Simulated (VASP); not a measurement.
A run of VASP 6.6.1 is set up as follows.

File INCAR:

```
SYSTEM = Ta6Si
PREC = Accurate ; ENCUT = 400
EDIFF = 1E-6 ; ISMEAR = 0
SIGMA = 0.1 ; LREAL = .FALSE.
LASPH = .TRUE. ; NELM = 200
ALGO = Normal ; ISIF = 2
LWAVE = .FALSE. ; LCHARG = .FALSE.
ISPIN = 2 ; MAGMOM = 0 0 0 0 0 0 2
LORBIT = 11 ; LMAXMIX = 4
LDIPOL = .TRUE. ; IDIPOL = 3
DIPOL = 0.5 0.5 0.320 ; GGA = PE
NBANDS = 48 ; GGA_COMPAT = .FALSE.
NELMDL = -8
```

KPOINTS

```
regular mesh
0
G
  6 6 1
  0 0 0
```

Contents of POSCAR:

```
Ta6Si
1.0
    4.6937283341      0.0000000000      0.0000000000
   -2.3468641670      4.0648879758      0.0000000000
    0.0000000000      0.0000000000     21.4881921123
Ta Si
6 1
Direct
    0.6666666667      0.3333333333      0.1861487453
    0.3333333333      0.6666666667      0.2307361763
    0.0000000000      0.0000000000      0.2753236074
    0.6666666667      0.3333333333      0.3164374187
    0.3333333333      0.6666666667      0.3553085563
    0.0000000000      0.0000000000      0.3950165778
    0.2222222222     -0.2222222222      0.4801796288
```

Potentials or basis: VASP PAW PBE potentials, release 64 (Ta_pv, Si).

Command:

```sh
$ cat potpaw_PBE.64/Ta_pv/POTCAR potpaw_PBE.64/Si/POTCAR > POTCAR
$ mpirun -np 1 vasp_std > vasp.out
```

**Question.** What does it give for the net moment?

**Answer.** 0.00 μB per cell.

**Question.** Estimate the largest force.

**Answer.** 2.376 eV/Å.

Forces on the atoms (eV/Å):
```
Ta   0.025 -0.014  1.827
Ta  -0.074  0.043 -0.569
Ta  -0.031  0.018 -2.376
Ta   0.069 -0.040 -0.182
Ta  -0.377  0.218  1.623
Ta  -0.282  0.163  1.080
Si   0.670 -0.387 -1.403
```
